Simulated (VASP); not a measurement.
Wanted: the native input for a VASP 6.6.1 run.

```
Task                   : single point
Functional             : PBE
Potentials or basis    : VASP PAW PBE potentials, release 64 (Sr_sv, Cl)
Cutoff                 : 500 eV
k mesh                 : 6 × 6 × 2
Occupations            : gaussian, width 0.01 eV
Spin                   : no spin polarisation
Dipole correction      : no
Further INCAR settings : ALGO = Normal; EDIFF = 1e-06; NBANDS = 19
```

The structure of SrCl2 lies in POSCAR:

```
SrCl2
1.0
    4.5495154238      0.0000000000      0.0000000000
   -2.2747577119      3.9399959319      0.0000000000
    0.0000000000      0.0000000000      5.7767065516
Sr Cl
1 2
Direct
    0.0000000000      0.0000000000      0.0000000000
    0.3333333333      0.6666666667      0.2486950226
    0.6666666667      0.3333333333      0.7513049774
```

These files were run (other wordings do the same):

INCAR

```
ALGO     = Normal         # electronic algorithm
EDIFF    = 1E-6           # SCF threshold, eV
ENCUT    = 500            # plane-wave cutoff, eV
GGA      = PE             # functional
GGA_COMPAT= False        
ISIF     = 2              # what is computed and relaxed
ISMEAR   = 0              # smearing method
LASPH    = True           # aspherical terms in the spheres
LCHARG   = True           # write CHGCAR
LELF     = True           # ELF
LREAL    = False          # projectors in reciprocal space
LVHAR    = True         
LWAVE    = False          # write WAVECAR
NBANDS   = 19             # bands
NELM     = 120            # most SCF steps
PREC     = Accurate       # precision mode
SIGMA    = 0.01           # smearing width, eV
```

KPOINTS

```
k-points
0
Gamma
  6 6 2
```

Potentials or basis: VASP PAW PBE potentials, release 64 (Sr_sv, Cl).

Run with:

```sh
$ cat potpaw_PBE.64/Sr_sv/POTCAR potpaw_PBE.64/Cl/POTCAR > POTCAR
$ mpirun -np 1 vasp_std > vasp.out
```

It gave:

* Pressure: -1.4 GPa
* Largest force: 0.325 eV/Å
* Band gap on the k mesh: 4.86 eV

Caveat: the k points lie up to 0.54 Å⁻¹ apart.

It took 50 s on 1 thread of Intel Xeon 8259CL, on a shared host, peak memory 0.22 GiB.
